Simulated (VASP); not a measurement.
# BaAg2As2 (I4/mmm) in VASP: settings compared

Aim: see how the results for BaAg2As2 move with the level of theory and the settings. Levels: PBE, r2SCAN. Tasks: relaxation of cell and atoms, single point.

Everything below comes from runs of VASP 6.6.1. Logs are shortened: lines on timing, memory, paths and dates and some standing lists are left out, and cuts for length are marked.

### Step 1. The cell of the first run

It takes space group I4/mmm (No. 139, tetragonal). The conventional cell has a = 4.603 Å, b = 4.603 Å, c = 10.867 Å, α = 90.00°, β = 90.00°, γ = 90.00°. Ba (site symmetry 4/mmm) has 10 As at 3.49 to 4.18 Å and 8 Ag at 3.56 Å and 4 Ba at 4.60 Å within 4.7 Å. Ag (site symmetry -4m2) has 4 As at 2.72 Å and 4 Ag at 3.25 Å and 4 Ba at 3.56 Å within 3.6 Å. As (site symmetry 4mm) has 1 As at 2.52 Å and 4 Ag at 2.72 Å within 3.3 Å.

### Step 2. Relaxation of cell and atoms, PBE

File INCAR:

```
  PREC = Accurate
  ENCUT = 600
  EDIFF = 1E-7
  ISMEAR = -1
  SIGMA = 0.1
  LREAL = F
  LASPH = T
  NELM = 100
  ALGO = Normal
  ISIF = 3
  LWAVE = F
  LCHARG = F
  GGA = PE
  IBRION = 2
  NSW = 80
  EDIFFG = -0.01
```

File KPOINTS:

```
Automatic mesh
0
Gamma
  8 8 8
```

File POSCAR:

```
BaAg2As2
1.0
   -2.3012500000      2.3012500000      5.4336000000
    2.3012500000     -2.3012500000      5.4336000000
    2.3012500000      2.3012500000     -5.4336000000
Ba Ag As
1 2 2
Direct
    0.0000000000      0.0000000000      0.0000000000
    0.7500000000      0.2500000000      0.5000000000
    0.2500000000      0.7500000000      0.5000000000
    0.3842000000      0.3842000000      0.0000000000
    0.6158000000      0.6158000000      0.0000000000
```

Potentials or basis: VASP PAW PBE potentials, release 64 (Ba_sv, Ag, As).

Command:

```bash
$ cat potpaw_PBE.64/Ba_sv/POTCAR potpaw_PBE.64/Ag/POTCAR potpaw_PBE.64/As/POTCAR > POTCAR
$ mpirun -np 1 vasp_std > vasp.out
```

OUTCAR:

```text
PREC = Accurate
   ENCUT = 600
   EDIFF = 1E-7
   ISMEAR = -1
   LREAL = F
   LASPH = T
   NELM = 100
   ISIF = 3
   GGA = PE
   IBRION = 2
   NSW = 80
   EDIFFG = -0.01

 ion  position               nearest neighbor table
   1  0.000  0.000  0.000-   5 3.49   5 3.49   5 3.49   4 3.49   5 3.49   4 3.49   4 3.49   4 3.49
                             2 3.56   3 3.56   2 3.56   3 3.56   2 3.56   2 3.56   3 3.56   3 3.56
   2  0.750  0.250  0.500-   4 2.72   5 2.72   4 2.72   5 2.72   3 3.25   3 3.25   3 3.25   3 3.25
                             1 3.56   1 3.56   1 3.56   1 3.56
   3  0.250  0.750  0.500-   4 2.72   5 2.72   4 2.72   5 2.72   2 3.25   2 3.25   2 3.25   2 3.25
                             1 3.56   1 3.56   1 3.56   1 3.56
   4  0.384  0.384  0.000-   5 2.52   3 2.72   2 2.72   3 2.72   2 2.72   1 3.49   1 3.49   1 3.49
                             1 3.49
   5  0.616  0.616  0.000-   4 2.52   2 2.72   3 2.72   2 2.72   3 2.72   1 3.49   1 3.49   1 3.49
                             1 3.49

  LATTYP: Found a body centered tetragonal cell.
 ALAT       =     4.6025000000
 C/A-ratio  =     2.3611515481

  Lattice vectors:

 A1 = (  -2.3012500000,   2.3012500000,   5.4336000000)
 A2 = (   2.3012500000,  -2.3012500000,   5.4336000000)
 A3 = (   2.3012500000,   2.3012500000,  -5.4336000000)

Analysis of symmetry for initial positions (statically):
=====================================================================
 Subroutine PRICEL returns:
 Original cell was already a primitive cell.

 Routine SETGRP: Setting up the symmetry group for a
 body centered tetragonal supercell.

 Subroutine GETGRP returns: Found 16 space group operations
 (whereof 16 operations were pure point group operations)
 out of a pool of 16 trial point group operations.

The static configuration has the point symmetry D_4h.

Analysis of symmetry for dynamics (positions and initial velocities):
=====================================================================
 Subroutine PRICEL returns:
 Original cell was already a primitive cell.

 Routine SETGRP: Setting up the symmetry group for a
 body centered tetragonal supercell.

 Subroutine GETGRP returns: Found 16 space group operations
 (whereof 16 operations were pure point group operations)
 out of a pool of 16 trial point group operations.

The dynamic configuration has the point symmetry D_4h.

 Subroutine INISYM returns: Found 16 space group operations
 (whereof 16 operations are pure point group operations),
 and found     1 'primitive' translations

----------------------------------------------------------------------------------------

                                     Primitive cell

  volume of cell :     115.1000

  direct lattice vectors                    reciprocal lattice vectors
    -2.301250000  2.301250000  5.433600000     0.000000000  0.217273221  0.092020024
     2.301250000 -2.301250000  5.433600000     0.217273221  0.000000000  0.092020024
     2.301250000  2.301250000 -5.433600000     0.217273221  0.217273221  0.000000000

  length of vectors
     6.333680769  6.333680769  6.333680769     0.235956219  0.235956219  0.307270736

  position of ions in fractional coordinates (direct lattice)
     0.000000000  0.000000000  0.000000000
     0.750000000  0.250000000  0.500000000
     0.250000000  0.750000000  0.500000000
     0.384200000  0.384200000  0.000000000
     0.615800000  0.615800000  0.000000000

  ion indices of the primitive-cell ions
   primitive index   ion index
                 1           1
                 2           2
                 3           3
                 4           4
                 5           5

----------------------------------------------------------------------------------------

 KPOINTS: Automatic mesh

Automatic generation of k-mesh.
 Grid dimensions read from file:
 generate k-points for:    8    8    8

 Generating k-lattice:

  Cartesian coordinates                     Fractional coordinates (reciprocal lattice)
     0.000000000  0.027159153  0.011502503     0.125000000  0.000000000  0.000000000
     0.027159153  0.000000000  0.011502503     0.000000000  0.125000000  0.000000000
     0.027159153  0.027159153  0.000000000     0.000000000  0.000000000  0.125000000

  Length of vectors
     0.029494527  0.029494527  0.038408842

  Shift w.r.t. Gamma in fractional coordinates (k-lattice)
     0.000000000  0.000000000  0.000000000

 Subroutine IBZKPT returns following result:
 ===========================================

 Found     59 irreducible k-points:

 Following reciprocal coordinates:
            Coordinates               Weight
  0.000000  0.000000  0.000000      1.000000
  0.125000  0.000000  0.000000      8.000000
  0.250000  0.000000  0.000000      8.000000
  0.375000  0.000000  0.000000      8.000000
  0.500000  0.000000  0.000000      4.000000
  0.125000  0.125000  0.000000      8.000000
[... 16 lines left out ...]
  0.250000  0.125000  0.125000     16.000000
  0.375000  0.125000  0.125000      8.000000
 [... further k-points ...]
   k-points           NKPTS =     59   k-points in BZ     NKDIM =     59   number of bands    NBANDS=     25
   number of dos      NEDOS =    301   number of ions     NIONS =      5
   total plane-waves  NPLWV = 157464
   dimension x,y,z NGX =    54 NGY =   54 NGZ =   54
   dimension x,y,z NGXF=   108 NGYF=  108 NGZF=  108
   ions per type =               1   2   2
   NGX,Y,Z   is equivalent  to a cutoff of  14.17, 14.17, 14.17 a.u.
   NGXF,Y,Z  is equivalent  to a cutoff of  28.35, 28.35, 28.35 a.u.
 SYSTEM =  unknown system
   PREC   = accura    normal or accurate (medium, high low for compatibility)
   ISTART =      0    job   : 0-new  1-cont  2-samecut
   ICHARG =      2    charge: 1-file 2-atom 10-const
   ISPIN  =      1    spin polarized calculation?
   LNONCOLLINEAR =      F non collinear calculations
   LSORBIT =      F    spin-orbit coupling
   LASPH  =      T    aspherical Exc in radial PAW
   ENCUT  =  600.0 eV  44.10 Ry    6.64 a.u.  12.65 12.65 12.65*2*pi/ulx,y,z
   NELM   =    100;   NELMIN=  2; NELMDL= -5     # of ELM steps
   EDIFF  = 0.1E-06   stopping-criterion for ELM
   LREAL  =      F    real-space projection
   EDIFFG = -.1E-01   stopping-criterion for IOM
   NSW    =     80    number of steps for IOM
   IBRION =      2    ionic relax: 0-MD 1-quasi-New 2-CG
   NFREE  =      1    steps in history (QN), initial steepest desc. (CG)
   ISIF   =      3    stress and relaxation
   ISYM   =      2    0-nonsym 1-usesym 2-fastsym
   POTIM  = 0.5000    time-step for ionic-motion
   TEBEG  =    0.0;   TEEND  =   0.0 temperature during run
   PSTRESS=    0.0 pullay stress
   NELECT =      42.0000    total number of electrons
   NUPDOWN=      -1.0000    fix difference up-down
   EMIN   =  10.00;   EMAX   =-10.00  energy-range for DOS
   EFERMI =   0.00;   METHOD = LEGACY
   ISMEAR =    -1;   SIGMA  =   0.10  broadening in eV -4-tet -1-fermi 0-gaus
   EFERMI_NEDOS =   21; number of points for ismear=-14 and -15
   IALGO  =     38    algorithm
   IMIX   =      4    mixing-type and parameters
     AMIX     =   0.40;   BMIX     =  1.00
     AMIX_MAG =   1.60;   BMIX_MAG =  1.00
  volume/ion in A,a.u.               =      23.02       155.35
  Fermi-wavevector in a.u.,A,eV,Ry     =   1.169857  2.210709 18.620468  1.368566
  Thomas-Fermi vector in A             =   2.306324
   LORBIT       =      0    0 simple, 1 ext, 2 COOP (PROOUT), +10 PAW based schemes
   GGA     = PE    functional components
   LHFCALC =     F    Hartree Fock is set to
   AEXX    =    0.0000 exact exchange contribution
   IVDW    =     0    specifies the selected vdW correction
   LEPSILON=     F    determine dielectric tensor
   LRPA    =     F    only Hartree local field effects (RPA)
 conjugate gradient relaxation of ions
 non-spin polarized calculation
  energy-cutoff  :      600.00
  volume of cell :      115.10
 maximum number of plane-waves:      3859
 NGX is ok and might be reduce to    54
   NGX = 25   NGY = 25   NGZ = 25

--------------------------------------- Ionic step        1  -------------------------------------------

 number of electron      42.0000000 magnetization

 Free energy of the ion-electron system (eV)
  ---------------------------------------------------
  ext. energy  EPLUGINS =         0.00000000
  ---------------------------------------------------
  free energy    TOTEN  =       -19.08789207 eV

  energy without entropy =      -19.03398391  energy(sigma->0) =      -19.06093799

------------------------ aborting loop because EDIFF is reached ----------------------------------------

  FORCE on cell =-STRESS in cart. coord.  units (eV):
  Direction    XX          YY          ZZ          XY          YZ          ZX
  --------------------------------------------------------------------------------------
  -------------------------------------------------------------------------------------
  Total        1.5933355      1.5933355      3.3191577      0.0000000      0.0000000      0.0000000
  in kB       22.1790304     22.1790304     46.2022591      0.0000000      0.0000000      0.0000000
  external PRESSURE =      30.1867733 kB  Pullay stress =       0.0000000 kB
[... 98 lines left out ...]
  FREE ENERGIE OF THE ION-ELECTRON SYSTEM (eV)
  ---------------------------------------------------
  free  energy   TOTEN  =       -19.1538986452 eV

  energy  without entropy=      -19.0973113596  energy(sigma->0) =      -19.12560500

[... ionic steps 4 to 8 ...]

--------------------------------------- Ionic step        9  -------------------------------------------

 number of electron      42.0000002 magnetization

------------------------ aborting loop because EDIFF is reached ----------------------------------------

  FORCE on cell =-STRESS in cart. coord.  units (eV):
  Direction    XX          YY          ZZ          XY          YZ          ZX
  --------------------------------------------------------------------------------------
  -------------------------------------------------------------------------------------
  Total        0.0523445      0.0523445      0.0048710      0.0000000      0.0000000      0.0000000
  in kB        0.6962918      0.6962918      0.0647947      0.0000000      0.0000000      0.0000000
  external PRESSURE =       0.4857928 kB  Pullay stress =       0.0000000 kB
[... 63 lines left out ...]
  energy  without entropy=      -19.1088077235  energy(sigma->0) =      -19.13872846

--------------------------------------- Ionic step       11  -------------------------------------------

 number of electron      42.0000002 magnetization

 Free energy of the ion-electron system (eV)
  ---------------------------------------------------
  ext. energy  EPLUGINS =         0.00000000
  ---------------------------------------------------
  free energy    TOTEN  =       -19.16868788 eV

  energy without entropy =      -19.10890569  energy(sigma->0) =      -19.13879678

 E-fermi :   5.2853     XC(G=0): -10.1407

 val. band max:        5.2632320830   @ k =  -0.2500  -0.2500   0.2500
 cond. band min:       5.2909560231   @ k =   0.3750   0.3750   0.0000
 fundamental gap:      0.0277239401
 Fermi energy:         5.2853329304

 k-point     1 :       0.0000    0.0000    0.0000
  band No.  band energies     occupation
      1     -22.7010      2.00000
      2      -8.0505      2.00000
      3      -7.8991      2.00000
      4      -7.8991      2.00000
      5      -6.7104      2.00000
      6      -4.6420      2.00000
[... 661 lines left out ...]
     24       8.6317      0.00000
     25       8.8872      0.00000

 [... further k-points ...]

------------------------ aborting loop because EDIFF is reached ----------------------------------------

  FORCE on cell =-STRESS in cart. coord.  units (eV):
  Direction    XX          YY          ZZ          XY          YZ          ZX
  --------------------------------------------------------------------------------------
  -------------------------------------------------------------------------------------
  Total        0.0008965      0.0008965     -0.0239570      0.0000000      0.0000000      0.0000000
  in kB        0.0119137      0.0119137     -0.3183776      0.0000000      0.0000000      0.0000000
  external PRESSURE =      -0.0981834 kB  Pullay stress =       0.0000000 kB
[... 20 lines left out ...]
  FREE ENERGIE OF THE ION-ELECTRON SYSTEM (eV)
  ---------------------------------------------------
  free  energy   TOTEN  =       -19.1686878757 eV

  energy  without entropy=      -19.1089056909  energy(sigma->0) =      -19.13879678

 reached required accuracy - stopping structural energy minimisation
```

Wall time 26 min (1 thread of Intel Xeon 6975P-C (Granite Rapids), shared host); peak memory 0.59 GiB.

Results:

- Free energy: -19.1687 eV
- Relaxed volume: 24.11 Å³/atom
- Relaxed cell: a = 6.586 Å, b = 6.586 Å, c = 6.586 Å, α = 139.25°, β = 139.25°, γ = 58.99°
- Space group after relaxing (to 0.1 Å): I4/mmm (No. 139)
- Energy gained by relaxing: 16.2 meV/atom
- Ionic steps: 11
- Pressure after relaxing: 0.0 GPa
- Band gap on the k mesh: zero (bands 21 and 22 overlap by 0.88 eV)

The path:
```tsv
step	energy change (eV)	largest force (eV/Å)	pressure (GPa)	volume (Å³)
1	0.0000	0.2695	3.02	115.10
2	-0.0639	0.0369	-0.79	122.47
3	-0.0660	0.0639	-0.27	121.29
4	-0.0727	0.0069	-0.13	120.96
5	-0.0776	0.1114	0.14	120.35
6	-0.0777	0.1184	0.16	120.30
7	-0.0795	0.0826	-0.07	120.76
8	-0.0799	0.0596	-0.22	121.05
9	-0.0808	0.0111	0.05	120.45
10	-0.0808	0.0139	0.03	120.48
11	-0.0808	0.0016	-0.01	120.56
```

Final structure:
```
Ba Ag As
1.0
    -2.29294    2.29294    5.73263
     2.29294   -2.29294    5.73263
     2.29294    2.29294   -5.73263
Ba Ag As
1 2 2
Direct
  0.00000 0.00000 0.00000
  0.75000 0.25000 0.50000
  0.25000 0.75000 0.50000
  0.38397 0.38397 0.00000
  0.61604 0.61604 0.00000
```

Caveat: spin-orbit coupling is left out, which moves the levels of the heavy elements.

### Step 3. Single point, r2SCAN

This run uses another cell than the first one, of 24.00 Å³/atom.

File POSCAR:

```
BaAg2As2
1.0
   -2.3002778900      2.3002778900      5.6701565900
    2.3002778900     -2.3002778900      5.6701565900
    2.3002778900      2.3002778900     -5.6701565900
Ba Ag As
1 2 2
Direct
    0.0000000000      0.0000000000      0.0000000000
    0.7500000000      0.2500000000      0.5000000000
    0.2500000000      0.7500000000      0.5000000000
    0.3845611824      0.3845611824      0.0000000000
    0.6154388176      0.6154388176      0.0000000000
```

File INCAR.step1:

```
SYSTEM = BaAg2As2
PREC = Accurate
ENCUT = 520
ISMEAR = -1
SIGMA = 0.1
LREAL = .False.
LASPH = .True.
NELM = 80
NBANDS = 29
GGA = PE
ALGO = Normal
EDIFF = 1E-4
LWAVE = .True.
LCHARG = .False.
```

File INCAR.step2:

```
SYSTEM = BaAg2As2
PREC = Accurate
ENCUT = 520
EDIFF = 1E-6
ISMEAR = -1
SIGMA = 0.1
LREAL = .False.
LASPH = .True.
NELM = 80
ALGO = Normal
ISIF = 2
LWAVE = .False.
LCHARG = .False.
METAGGA = R2SCAN
LMIXTAU = .True.
NBANDS = 29
ISTART = 1
```

File KPOINTS:

```
Automatic mesh
0
Gamma
  10 10 10
  0 0 0
```

Potentials or basis: VASP PAW PBE potentials, release 64 (Ba_sv, Ag, As).

Command:

```bash
$ cat potpaw_PBE.64/Ba_sv/POTCAR potpaw_PBE.64/Ag/POTCAR potpaw_PBE.64/As/POTCAR > POTCAR
$ cp INCAR.step1 INCAR
$ mpirun -np 1 vasp_std > vasp.out
$ cp INCAR.step2 INCAR
$ mpirun -np 1 vasp_std > vasp.out
```

Run time: 79 min. Hardware: 1 thread of Intel Xeon 8259CL, shared host; peak memory 0.64 GiB.

It converged, with:

```yaml
Free_energy: -101.4107 eV
Pressure: -0.9 GPa
Largest_force: 0.052 eV/Å
Band_gap_on_the_k_mesh: zero (bands 21 and 22 overlap by 0.68 eV)
```

Forces on the atoms (eV/Å):
```
Ba   0.000  0.000  0.000
Ag   0.000  0.000  0.000
Ag   0.000  0.000  0.000
As   0.000  0.000 -0.052
As   0.000  0.000  0.052
```

Levels at points of the mesh, in eV from the Fermi level:
```csv
k point,band 19,band 20,band 21,band 22,band 23,band 24
"(0.00, 0.00, 0.00)",-2.06,-0.91,-0.91,0.36,1.46,2.38
"(0.50, 0.00, 0.00)",-2.06,-1.25,-0.12,-0.07,1.77,2.81
"(0.50, 0.50, 0.00)",-2.94,-2.57,-2.25,0.21,2.76,2.98
"(0.50, 0.50, 0.50)",-1.88,-1.06,0.25,0.51,0.51,1.69
```

Caveat: the PAW data sets were made with another functional, which shifts forces and pressure a little; spin-orbit coupling is left out, which moves the levels of the heavy elements.

[end of part 1 of 2]
